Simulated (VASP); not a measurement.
Wanted: the native input for a VASP 6.6.1 run.

- Task: single point
- Functional: PBE0
- Potentials or basis: VASP PAW PBE potentials, release 64 (Hf_pv, N)
- Cutoff: 520 eV
- k mesh: 5 × 5 × 4
- Occupations: fermi-dirac, width 0.05 eV
- Spin: no spin polarisation
- Dipole correction: no
- Grid for exact exchange (PRECFOCK): Normal
- Further INCAR settings: ALGO = Normal; EDIFF = 1e-07; NBANDS = 14
- Share of exact exchange: 0.25

Crystal: HfN.

```xyz
2
Lattice="3.5843 0.0000 0.0000 -1.7921 3.1041 0.0000 0.0000 0.0000 3.8854" Properties=species:S:1:pos:R:3 pbc="T T T"
Hf    0.0000    0.0000    1.9427
N     0.0000    0.0000    0.0000
```

One way to write it, as run:

POSCAR

```
HfN
1.0
    3.5842548532     -0.0000030138      0.0000000000
   -1.7921248166      3.1040572634      0.0000000000
    0.0000000000      0.0000000000      3.8853906233
Hf N
1 1
Direct
    0.0000000000      0.0000000000      0.5000000000
    0.0000000000      0.0000000000      0.0000000000
```

INCAR.step1

```
PREC = Accurate ; ENCUT = 520
EDIFF = 1E-5 ; ISMEAR = -1
SIGMA = 0.05 ; LREAL = False
LASPH = True ; NELM = 80
ALGO = Normal ; ISIF = 2
LWAVE = True ; GGA = PE
NBANDS = 14
```

INCAR.step2

```
PREC = Accurate ; ENCUT = 520
EDIFF = 1E-7 ; ISMEAR = -1
SIGMA = 0.05 ; LREAL = False
LASPH = True ; NELM = 80
ALGO = Normal ; ISIF = 2
LWAVE = False ; LCHARG = True
GGA = PE ; LHFCALC = True
AEXX = 0.25 ; PRECFOCK = Normal
LELF = True ; LVHAR = True
ISTART = 1 ; NBANDS = 14
```

KPOINTS

```
regular mesh
0
Gamma
  5 5 4
```

Potentials or basis: VASP PAW PBE potentials, release 64 (Hf_pv, N).

The run is started by

```console
$ cat potpaw_PBE.64/Hf_pv/POTCAR potpaw_PBE.64/N/POTCAR > POTCAR
$ cp INCAR.step1 INCAR
$ mpirun -np 1 vasp_std > vasp.out
$ cp INCAR.step2 INCAR
$ mpirun -np 1 vasp_std > vasp.out
```

It gave:

```
Pressure               : -1.0 GPa
Band gap on the k mesh : zero (an odd number of electrons rules out a gap without spin polarisation)
```

Caveat: the k points lie up to 0.40 Å⁻¹ apart, too coarse for converged energies and pressures of a metal; the PAW data sets were made with another functional, which shifts forces and pressure a little; spin-orbit coupling is left out, which moves the levels of the heavy elements.

Run time: 18 min on 1 thread of AMD EPYC 7R43 64-Core Processor (Zen 3), with other jobs on the host, peak memory 0.14 GiB.
